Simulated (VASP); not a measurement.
# Ta (Fm-3m) in VASP: a series of runs

Ta is run at these levels: PBE; tasks: single point, relaxation of cell and atoms.

Program: VASP 6.6.1. These are calculated values, not measurements. Logs are shortened: lines on timing, memory, paths and dates and some standing lists are left out, and cuts for length are marked.

### 1 The cell of the first run

Symmetry: Fm-3m, No. 225, cubic system. The conventional cell has a = 4.223 Å, b = 4.223 Å, c = 4.223 Å, α = 90.00°, β = 90.00°, γ = 90.00°. Within 3.9 Å of Ta (site symmetry m-3m) lie 12 Ta at 2.99 Å.

This isn't the form of Ta at room conditions, which is bcc.

### 2 Single point, PBE

Contents of INCAR:

```
SYSTEM = Ta
  ALGO = Normal
  EDIFF = 1E-6
  ENCUT = 500
  GGA = PE
  GGA_COMPAT = .FALSE.
  ISIF = 2
  ISMEAR = 1
  LASPH = .TRUE.
  LCHARG = .FALSE.
  LREAL = .FALSE.
  LWAVE = .FALSE.
  NBANDS = 12
  NELM = 120
  PREC = Accurate
  SIGMA = 0.1
```

Contents of KPOINTS:

```
k-points
0
G
  18 18 18
  0 0 0
```

Contents of POSCAR:

```
Ta
1.0
    0.0000000000      2.1114121018      2.1114121018
    2.1114121018      0.0000000000      2.1114121018
    2.1114121018      2.1114121018      0.0000000000
Ta
1
Direct
    0.0000000000      0.0000000000      0.0000000000
```

Potentials or basis: VASP PAW PBE potentials, release 64 (Ta_pv).

On the command line:

```
$ cat potpaw_PBE.64/Ta_pv/POTCAR > POTCAR
$ mpirun -np 1 vasp_std > vasp.out
```

OUTCAR:

```text
SYSTEM = Ta
   EDIFF = 1E-6
   ENCUT = 500
   GGA = PE
   ISIF = 2
   ISMEAR = 1
   LASPH = .TRUE.
   LREAL = .FALSE.
   NELM = 120
   PREC = Accurate

 ion  position               nearest neighbor table
   1  0.000  0.000  0.000-

  LATTYP: Found a face centered cubic cell.
 ALAT       =     4.2228242036

  Lattice vectors:

 A1 = (   0.0000000000,   2.1114121018,   2.1114121018)
 A2 = (   2.1114121018,   0.0000000000,   2.1114121018)
 A3 = (   2.1114121018,   2.1114121018,   0.0000000000)

Analysis of symmetry for initial positions (statically):
=====================================================================
 Subroutine PRICEL returns:
 Original cell was already a primitive cell.

 Routine SETGRP: Setting up the symmetry group for a
 face centered cubic supercell.

 Subroutine GETGRP returns: Found 48 space group operations
 (whereof 48 operations were pure point group operations)
 out of a pool of 48 trial point group operations.

The static configuration has the point symmetry O_h .

Analysis of symmetry for dynamics (positions and initial velocities):
=====================================================================
 Subroutine PRICEL returns:
 Original cell was already a primitive cell.

 Routine SETGRP: Setting up the symmetry group for a
 face centered cubic supercell.

 Subroutine GETGRP returns: Found 48 space group operations
 (whereof 48 operations were pure point group operations)
 out of a pool of 48 trial point group operations.

The dynamic configuration has the point symmetry O_h .

 Subroutine INISYM returns: Found 48 space group operations
 (whereof 48 operations are pure point group operations),
 and found     1 'primitive' translations

----------------------------------------------------------------------------------------

                                     Primitive cell

  volume of cell :      18.8256

  direct lattice vectors                    reciprocal lattice vectors
     0.000000000  2.111412102  2.111412102    -0.236808342  0.236808342  0.236808342
     2.111412102  0.000000000  2.111412102     0.236808342 -0.236808342  0.236808342
     2.111412102  2.111412102  0.000000000     0.236808342  0.236808342 -0.236808342

  length of vectors
     2.985987630  2.985987630  2.985987630     0.410164081  0.410164081  0.410164081

  position of ions in fractional coordinates (direct lattice)
     0.000000000  0.000000000  0.000000000

  ion indices of the primitive-cell ions
   primitive index   ion index
                 1           1

----------------------------------------------------------------------------------------

 KPOINTS: k-points

Automatic generation of k-mesh.
 Grid dimensions read from file:
 generate k-points for:   18   18   18

 Generating k-lattice:

  Cartesian coordinates                     Fractional coordinates (reciprocal lattice)
    -0.013156019  0.013156019  0.013156019     0.055555556  0.000000000  0.000000000
     0.013156019 -0.013156019  0.013156019     0.000000000  0.055555556  0.000000000
     0.013156019  0.013156019 -0.013156019     0.000000000  0.000000000  0.055555556

  Length of vectors
     0.022786893  0.022786893  0.022786893

  Shift w.r.t. Gamma in fractional coordinates (k-lattice)
     0.000000000  0.000000000  0.000000000

 Subroutine IBZKPT returns following result:
 ===========================================

 Found    195 irreducible k-points:

 Following reciprocal coordinates:
            Coordinates               Weight
  0.000000  0.000000  0.000000      1.000000
  0.055556  0.000000  0.000000      8.000000
  0.111111  0.000000  0.000000      8.000000
  0.166667  0.000000  0.000000      8.000000
  0.222222  0.000000  0.000000      8.000000
  0.277778  0.000000  0.000000      8.000000
[... 16 lines left out ...]
 -0.277778  0.055556  0.000000     24.000000
 -0.222222  0.055556  0.000000     24.000000
 [... further k-points ...]
   k-points           NKPTS =    195   k-points in BZ     NKDIM =    195   number of bands    NBANDS=     12
   number of dos      NEDOS =    301   number of ions     NIONS =      1
   total plane-waves  NPLWV =  13824
   dimension x,y,z NGX =    24 NGY =   24 NGZ =   24
   dimension x,y,z NGXF=    48 NGYF=   48 NGZF=   48
   ions per type =               1
   NGX,Y,Z   is equivalent  to a cutoff of  13.36, 13.36, 13.36 a.u.
   NGXF,Y,Z  is equivalent  to a cutoff of  26.72, 26.72, 26.72 a.u.
 SYSTEM =  Ta
   PREC   = accura    normal or accurate (medium, high low for compatibility)
   ISTART =      0    job   : 0-new  1-cont  2-samecut
   ICHARG =      2    charge: 1-file 2-atom 10-const
   ISPIN  =      1    spin polarized calculation?
   LNONCOLLINEAR =      F non collinear calculations
   LSORBIT =      F    spin-orbit coupling
   LASPH  =      T    aspherical Exc in radial PAW
   ENCUT  =  500.0 eV  36.75 Ry    6.06 a.u.   5.44  5.44  5.44*2*pi/ulx,y,z
   NELM   =    120;   NELMIN=  2; NELMDL= -5     # of ELM steps
   EDIFF  = 0.1E-05   stopping-criterion for ELM
   LREAL  =      F    real-space projection
   EDIFFG = 0.1E-04   stopping-criterion for IOM
   NSW    =      0    number of steps for IOM
   IBRION =     -1    ionic relax: 0-MD 1-quasi-New 2-CG
   NFREE  =      0    steps in history (QN), initial steepest desc. (CG)
   ISIF   =      2    stress and relaxation
   ISYM   =      2    0-nonsym 1-usesym 2-fastsym
   POTIM  = 0.5000    time-step for ionic-motion
   TEBEG  =    0.0;   TEEND  =   0.0 temperature during run
   PSTRESS=    0.0 pullay stress
   NELECT =      11.0000    total number of electrons
   NUPDOWN=      -1.0000    fix difference up-down
   EMIN   =  10.00;   EMAX   =-10.00  energy-range for DOS
   EFERMI =   0.00;   METHOD = LEGACY
   ISMEAR =     1;   SIGMA  =   0.10  broadening in eV -4-tet -1-fermi 0-gaus
   EFERMI_NEDOS =   21; number of points for ismear=-14 and -15
   IALGO  =     38    algorithm
   IMIX   =      4    mixing-type and parameters
     AMIX     =   0.40;   BMIX     =  1.00
     AMIX_MAG =   1.60;   BMIX_MAG =  1.00
  volume/ion in A,a.u.               =      18.83       127.04
  Fermi-wavevector in a.u.,A,eV,Ry     =   1.368641  2.586356 25.486118  1.873177
  Thomas-Fermi vector in A             =   2.494587
   LORBIT       =      0    0 simple, 1 ext, 2 COOP (PROOUT), +10 PAW based schemes
   GGA     = PE    functional components
   LHFCALC =     F    Hartree Fock is set to
   AEXX    =    0.0000 exact exchange contribution
   IVDW    =     0    specifies the selected vdW correction
   LEPSILON=     F    determine dielectric tensor
   LRPA    =     F    only Hartree local field effects (RPA)
 non-spin polarized calculation
 Methfessel and Paxton  Order N= 1 SIGMA  =   0.10
  energy-cutoff  :      500.00
  volume of cell :       18.83
 maximum number of plane-waves:       531
 NGX is ok and might be reduce to    24
   NGX = 11   NGY = 11   NGZ = 11

 number of electron      11.0000001 magnetization

 Free energy of the ion-electron system (eV)
  ---------------------------------------------------
  ext. energy  EPLUGINS =         0.00000000
  ---------------------------------------------------
  free energy    TOTEN  =       -11.57223003 eV

  energy without entropy =      -11.57190695  energy(sigma->0) =      -11.57212234

 E-fermi :   5.5009     XC(G=0): -12.3974

 val. band max:        5.4922991506   @ k =   0.5000   0.1667   0.0000
 cond. band min:       5.5129832323   @ k =  -0.1667   0.2222   0.0556
 fundamental gap:      0.0206840817
 Fermi energy:         5.5008969239

 k-point     1 :       0.0000    0.0000    0.0000
  band No.  band energies     occupation
      1     -28.1379      2.00000
      2     -28.1379      2.00000
      3     -28.1379      2.00000
      4      -2.6142      2.00000
      5       5.9494     -0.00000
      6       5.9494     -0.00000
      7       5.9494     -0.00000
      8       8.9358      0.00000
      9       8.9358      0.00000
     10      17.9575      0.00000
     11      19.6231      0.00000
     12      22.8026      0.00000

 k-point     2 :       0.0556    0.0000    0.0000
  band No.  band energies     occupation
      1     -28.1704      2.00000
      2     -28.1419      2.00000
      3     -28.1419      2.00000
      4      -2.4902      2.00000
      5       5.8408     -0.00002
      6       6.0090     -0.00000
      7       6.0090     -0.00000
      8       8.8769      0.00000
      9       8.8769      0.00000
     10      18.2193      0.00000
     11      19.6233      0.00000
     12      22.1408      0.00000

 k-point     3 :       0.1111    0.0000    0.0000
  band No.  band energies     occupation
      1     -28.2632      2.00000
      2     -28.1538      2.00000
      3     -28.1538      2.00000
      4      -2.1305      2.00000
      5       5.5577      0.18929
      6       6.1640     -0.00000
      7       6.1640     -0.00000
      8       8.7431      0.00000
      9       8.7431      0.00000
     10      18.9165      0.00000
     11      19.6223      0.00000
     12      20.9919      0.00000

 k-point     4 :       0.1667    0.0000    0.0000
  band No.  band energies     occupation
      1     -28.4030      2.00000
      2     -28.1718      2.00000
      3     -28.1718      2.00000
      4      -1.5731      2.00000
      5       5.2039      2.00022
      6       6.3341     -0.00000
      7       6.3341     -0.00000
      8       8.6604      0.00000
      9       8.6604      0.00000
     10      19.2962      0.00000
     11      19.6256      0.00000
     12      20.5040      0.00000

 k-point     5 :       0.2222    0.0000    0.0000
  band No.  band energies     occupation
      1     -28.5707      2.00000
      2     -28.1939      2.00000
      3     -28.1939      2.00000
      4      -0.8884      2.00000
      5       4.9026      2.00000
      6       6.3900     -0.00000
      7       6.3900     -0.00000
      8       8.8014      0.00000
      9       8.8014      0.00000
     10      18.4449      0.00000
     11      19.6248      0.00000
     12      21.3803      0.00000
[... 228 lines left out ...]
      1     -29.0569      2.00000
      2     -28.2916      2.00000
      3     -28.2581      2.00000
      4       0.8928      2.00000
      5       5.4115      2.02057
      6       5.8035     -0.00016
      7       5.9219     -0.00000
      8      10.4128      0.00000
      9      11.1913      0.00000
     10      16.0465      0.00000
     11      18.6144      0.00000
     12      19.6309      0.00000

 k-point    22 :      -0.3333    0.0556    0.0000
  band No.  band energies     occupation
      1     -28.9460      2.00000
      2     -28.2790      2.00000
      3     -28.2381      2.00000
      4       0.6244      2.00000
      5       4.9837      2.00000
      6       5.9129     -0.00000
      7       6.0910     -0.00000
      8       9.6821      0.00000
      9      10.6298      0.00000
     10      16.7462      0.00000
     11      19.6060      0.00000
     12      19.9032      0.00000

 k-point    23 :      -0.2778    0.0556    0.0000
  band No.  band energies     occupation
      1     -28.7991      2.00000
      2     -28.2595      2.00000
      3     -28.2149      2.00000
      4       0.1247      2.00000
      5       4.7223      2.00000
      6       6.1254     -0.00000
      7       6.3030     -0.00000
      8       8.9720      0.00000
      9       9.9803      0.00000
     10      17.5024      0.00000
     11      19.6229      0.00000
     12      21.2942      0.00000

 k-point    24 :      -0.2222    0.0556    0.0000
  band No.  band energies     occupation
      1     -28.6323      2.00000
      2     -28.2354      2.00000
      3     -28.1910      2.00000
      4      -0.5494      2.00000
      5       4.7586      2.00000
      6       6.3092     -0.00000
      7       6.4723     -0.00000
      8       8.4416      0.00000
      9       9.4151      0.00000
     10      18.3521      0.00000
     11      19.6250      0.00000
     12      21.6953      0.00000

 [... further k-points ...]

------------------------ aborting loop because EDIFF is reached ----------------------------------------

  FORCE on cell =-STRESS in cart. coord.  units (eV):
  Direction    XX          YY          ZZ          XY          YZ          ZX
  --------------------------------------------------------------------------------------
  -------------------------------------------------------------------------------------
  Total        0.0085566      0.0085566      0.0085566      0.0000000     -0.0000000      0.0000000
  in kB        0.7282231      0.7282231      0.7282231      0.0000000     -0.0000000      0.0000000
  external PRESSURE =       0.7282231 kB  Pullay stress =       0.0000000 kB

 VOLUME and BASIS-vectors are now :
 -----------------------------------------------------------------------------
  energy-cutoff  :      500.00
  volume of cell :       18.83
      direct lattice vectors                 reciprocal lattice vectors
     0.000000000  2.111412102  2.111412102    -0.236808342  0.236808342  0.236808342
     2.111412102  0.000000000  2.111412102     0.236808342 -0.236808342  0.236808342
     2.111412102  2.111412102  0.000000000     0.236808342  0.236808342 -0.236808342

 POSITION                                       TOTAL-FORCE (eV/Angst)
 -----------------------------------------------------------------------------------
      0.00000      0.00000      0.00000         0.000000      0.000000      0.000000
 -----------------------------------------------------------------------------------
    total drift:                               -0.000000      0.000000      0.000000

  FREE ENERGIE OF THE ION-ELECTRON SYSTEM (eV)
  ---------------------------------------------------
  free  energy   TOTEN  =       -11.5722300295 eV

  energy  without entropy=      -11.5719069536  energy(sigma->0) =      -11.57212234
```

It took 44 s on 1 thread of Intel Xeon 8259CL, shared host; peak memory 0.17 GiB.

What came out:

```yaml
Free_energy: -11.5722 eV
Pressure: 0.1 GPa
Band_gap_on_the_k_mesh: zero (an odd number of electrons rules out a gap without spin polarisation)
```

Levels at points of the mesh, in eV from the Fermi level:
```tsv
k point	band 1	band 2	band 3	band 4	band 5	band 6	band 7	band 8	band 9	band 10
(0.00, 0.00, 0.00)	-33.64	-33.64	-33.64	-8.12	0.45	0.45	0.45	3.43	3.43	12.46
(0.50, 0.00, 0.00)	-34.64	-33.77	-33.77	-4.60	0.22	0.22	0.67	5.76	5.76	9.97
(0.50, 0.50, 0.00)	-34.58	-34.00	-34.00	-4.37	-3.33	2.87	5.75	6.44	6.44	11.04
```

Caveat: spin-orbit coupling is left out, which moves the levels of the heavy elements.

### 3 Relaxation of cell and atoms, PBE

This run uses another cell than the first one, of 18.00 Å³/atom.

Contents of INCAR:

```
SYSTEM = Ta
ALGO = Normal ; EDIFF = 1E-7
EDIFFG = -0.03 ; ENCUT = 500
GGA = PE ; GGA_COMPAT = .FALSE.
IBRION = 2 ; ISIF = 3
ISMEAR = 1 ; LASPH = .TRUE.
LCHARG = .FALSE. ; LREAL = .FALSE.
LWAVE = .FALSE. ; NELM = 120
NELMIN = 4 ; NSW = 60
PREC = Accurate ; SIGMA = 0.1
```

KPOINTS is that of step 2.

Contents of POSCAR:

```
Ta
1.0
    0.0000000000      2.0800000000      2.0800000000
    2.0800000000      0.0000000000      2.0800000000
    2.0800000000      2.0800000000      0.0000000000
Ta
1
Direct
    0.0000000000      0.0000000000      0.0000000000
```

Potentials or basis: VASP PAW PBE potentials, release 64 (Ta_pv).

On the command line:

```
$ cat potpaw_PBE.64/Ta_pv/POTCAR > POTCAR
$ mpirun -np 1 vasp_std > vasp.out
```

It took 1.7 min on 1 thread of Intel Xeon 8259CL, shared host; peak memory 0.18 GiB.

Results (log left out):

```yaml
Free_energy: -11.5719 eV
Relaxed_volume: 18.83 Å³/atom
Relaxed_cell: a = 2.986 Å, b = 2.986 Å, c = 2.986 Å, α = 60.00°, β = 60.00°, γ = 60.00°
Space_group_after_relaxing_to_0.1_Å: Fm-3m (No. 225)
Energy_gained_by_relaxing: 23.5 meV/atom
Ionic_steps: 4
Pressure_after_relaxing: 0.0 GPa
Band_gap_on_the_k_mesh: zero (an odd number of electrons rules out a gap without spin polarisation)
```

The path:
```csv
step,energy change (eV),largest force (eV/Å),pressure (GPa),volume (Å³)
1,0.0000,0.0000,9.34,18.00
2,0.0892,0.0000,-16.29,20.87
3,-0.0235,0.0000,-0.28,18.86
4,-0.0235,0.0000,-0.01,18.83
```

Final structure:
```
CELL_PARAMETERS angstrom
0.00000 2.11168 2.11168
2.11168 0.00000 2.11168
2.11168 2.11168 0.00000
ATOMIC_POSITIONS crystal
Ta 0.00000 0.00000 0.00000
```

Levels at points of the mesh, in eV from the Fermi level:
| k point | band 3 | band 4 | band 5 | band 6 | band 7 | band 8 |
| --- | --- | --- | --- | --- | --- | --- |
| (0.00, 0.00, 0.00) | -33.64 | -8.11 | 0.45 | 0.45 | 0.45 | 3.43 |
| (0.50, 0.00, 0.00) | -33.77 | -4.60 | 0.22 | 0.22 | 0.67 | 5.75 |
| (0.50, 0.50, 0.00) | -34.00 | -4.37 | -3.32 | 2.87 | 5.74 | 6.44 |

Caveat: spin-orbit coupling is left out, which moves the levels of the heavy elements.

The gap in the log of VASP goes by the Fermi energy; the results here count the filled bands.